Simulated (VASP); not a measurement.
Runs of VASP 6.6.1 on Al. The structure is that of space group Fm-3m (No. 225), or close to it. The cells are those of the table. 

```csv
cell,gap on the mesh (eV),pressure (GPa)
"a = 2.929 Å, angles 120.9, 120.9, 88.4°, 1 atom",none,-6.7
"a = 2.904 Å, angles 120.9, 120.9, 88.4°, 1 atom",none,-5.4
"a = 2.880 Å, angles 120.9, 120.9, 88.4°, 1 atom",none,(a)
"a = 2.855 Å, angles 120.9, 120.9, 88.4°, 1 atom",none,-1.9
```

Alike in all rows: task single point; level LDA; potentials or basis VASP PAW LDA potentials, release 64 (Al); no spin polarisation; k mesh 22 × 22 × 22; cutoff (eV) 520; smearing gaussian 0.15 eV.

**Question.** Estimate the missing entries.

**Answer.** (a) -3.8.

A gap of «none» marks levels without a gap at the run's occupations.
